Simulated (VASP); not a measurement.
Here is a VASP 6.6.1 calculation.

The input INCAR:

```
SYSTEM = SnBiO2
ALGO = Normal ; EDIFF = 1E-7
ENCUT = 520 ; GGA = PE
ISIF = 2 ; ISMEAR = 0
LASPH = .TRUE. ; LCHARG = .TRUE.
LELF = .TRUE. ; LREAL = .FALSE.
LVHAR = .TRUE. ; LWAVE = .FALSE.
NBANDS = 28 ; NELM = 100
PREC = Accurate ; SIGMA = 0.1
```

File KPOINTS:

```
k-points
0
G
  4 4 4
  0 0 0
```

The input POSCAR:

```
SnBiO2
1.0
    3.9084530723      0.0000000000      0.0000000000
    0.0000000000      3.9084530723      0.0000000000
    0.0000000000      0.0000000000      5.5817847765
Sn Bi O
1 1 2
Direct
    0.5000000000      0.5000000000      0.5000000000
    0.0000000000      0.0000000000      0.0000000000
    0.0000000000      0.5000000000      0.2399025562
    0.5000000000      0.0000000000      0.7600974438
```

Potentials or basis: VASP PAW PBE potentials, release 64 (Sn_d, Bi_d, O).

The run is started by

```sh
$ cat potpaw_PBE.64/Sn_d/POTCAR potpaw_PBE.64/Bi_d/POTCAR potpaw_PBE.64/O/POTCAR > POTCAR
$ mpirun -np 1 vasp_std > vasp.out
```

Question: Estimate the pressure.

Answer: -0.2 GPa.

Question: Estimate the band gap on the k mesh.

Answer: Zero (an odd number of electrons rules out a gap without spin polarisation).

Caveat: the k points lie up to 0.40 Å⁻¹ apart, too coarse for converged energies and pressures of a metal; spin-orbit coupling is left out, which moves the levels of the heavy elements; an odd number of electrons without spin polarisation forces a metal; a magnetic or distorted state may lie lower.
